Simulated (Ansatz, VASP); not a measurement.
Sn: VASP beside Ansatz

File INCAR:

```
PREC = Accurate
ENCUT = 520
EDIFF = 1E-6
ISMEAR = -1
SIGMA = 0.1
LREAL = F
LASPH = T
NELM = 100
ALGO = Normal
ISIF = 2
LWAVE = F
LCHARG = F
GGA = B5
ALDAX = 1.0
AGGAX = 1.0
AGGAC = 1.0
ALDAC = 0.0
NBANDS = 21
```

KPOINTS

```
Automatic mesh
0
Gamma
  12 12 6
```

The input POSCAR:

```
Sn
1.0
    3.4933755466      0.0000000000      0.0000000000
   -1.7466877733      3.0253519683      0.0000000000
    0.0000000000      0.0000000000      5.8021862158
Sn
2
Direct
    0.3333333333      0.6666666667      0.2500000000
    0.6666666667      0.3333333333      0.7500000000
```

Input for Ansatz:

```yaml
crystal:
  lattice:
    - [3.4933755466, 0.0, 0.0]
    - [-1.7466877733, 3.0253519683, 0.0]
    - [0.0, 0.0, 5.8021862158]
  atoms:
    - { symbol: Sn, position: [0.3333333333, 0.6666666667, 0.25] }
    - { symbol: Sn, position: [0.6666666667, 0.3333333333, 0.75] }
hamiltonian:
  xc: blyp
  pseudopotentials:
    kind: paw
    azcp:
      Sn: "pseudopotentials/Sn.paw.azcp"
basis:
  ecutwfc: 420
  fft_grid_basis: typed
kpoints:
  mp_grid: { grid: [12, 12, 6], shift: [0, 0, 0] }
magnetization:
  spin_polarized: false
scf:
  occupations: { method: fermi_dirac, width: 0.1 }
  lower_state_search: "off"
output:
  stress: true
```

Alike in both runs: task single point; functional BLYP; k mesh 12 × 12 × 6; occupations fermi-dirac, width 0.1 eV; no spin polarisation.

|  | VASP | Ansatz |
| --- | --- | --- |
| version | VASP 6.6.1 | Ansatz 0.2.0 |
| potentials or method | VASP PAW PBE potentials, release 64 (Sn_d), cutoff 520 eV | plane waves (420 eV) with PAW, scalar-relativistic |
| valence electrons in the cell | 28 | 28 |

```csv
,VASP,Ansatz,Ansatz less VASP
pressure (GPa),0.0,0.0,+0.03
"traceless stress, the component that is largest in VASP (GPa)",-0.20,-0.20,+0.007
```

VASP's potentials were made for PBE, not for BLYP.
